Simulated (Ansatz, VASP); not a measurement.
## Two plane-wave programs on MgGa2O2

```
Mg Ga O
1.0
     2.92308   -1.65599    0.00000
     2.92308    1.65599    0.00000
    -0.00041    0.00000    7.24114
Mg Ga O
1 2 2
Cartesian
  0.0000 0.0000 0.0000
  1.9650 0.0000 4.4092
  3.8807 0.0000 2.8320
  1.9556 0.0000 6.2138
  3.8901 0.0000 1.0273
```

Change from the starting cell: species swapped into the MgH2O2 type (C2/m, No. 12).

Alike in both runs: task relaxation of cell and atoms; functional PBE; k mesh 10 × 10 × 4; occupations gaussian, width 0.1 eV; no spin polarisation.

```csv
,VASP,Ansatz
version,VASP 6.6.1,Ansatz 0.2.0
potentials or method,"VASP PAW PBE potentials, release 64 (Mg, Ga_d, O), cutoff 600 eV","scalar-relativistic, plane waves, PAW"
valence electrons in the cell,40,48
```

|  | VASP | Ansatz | Ansatz less VASP |
| --- | --- | --- | --- |
| gap on the k mesh at the Fermi level, each at its own relaxed structure (eV) | none | none | - |
| relaxed volume (Å³/atom) | 13.96 | 14.02 | +0.059 |
| relaxed length of the cell vector where the two differ most in proportion (Å) | 3.323 | 3.332 | +0.0085 |

A gap of «none» marks a metal or a gap that the smearing closes. VASP's potentials hold 40 valence electrons a cell and Ansatz's 48, so a difference there can come from the potentials and not from the codes.
